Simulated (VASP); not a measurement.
Input of a VASP 6.6.1 run:

Contents of INCAR:

```
SYSTEM = Pt
PREC = Accurate ; ENCUT = 520
EDIFF = 1E-7 ; ISMEAR = 0
SIGMA = 0.15 ; LREAL = .False.
LASPH = .True. ; NELM = 60
ALGO = Fast ; ISIF = 2
LWAVE = .False. ; LCHARG = .False.
GGA = PE ; NBANDS = 11
```

The input KPOINTS:

```
Automatic mesh
0
Gamma
  22 22 22
  0 0 0
```

The input POSCAR:

```
Pt
1.0
    0.0000000000      2.3445203986      1.5935705149
    2.3445203986      0.0000000000      1.5935705149
    2.3445203986      2.3445203986      0.0000000000
Pt
1
Direct
    0.0000000000      0.0000000000      0.0000000000
```

Potentials or basis: VASP PAW PBE potentials, release 64 (Pt).

The run is started by

```sh
$ cat potpaw_PBE.64/Pt/POTCAR > POTCAR
$ mpirun -np 1 vasp_std > vasp.out
```

Q: Predict the pressure.

A: -18.6 GPa.

Q: Predict the band gap on the k mesh.

A: Zero (bands 5 and 6 overlap by 1.79 eV).

Stress tensor (GPa, compression positive):
```
-17.68   0.00   0.00
  0.00 -17.68   0.00
  0.00   0.00 -20.48
```

Caveat: the cell stands under tension; spin-orbit coupling is left out, which moves the levels of the heavy elements.
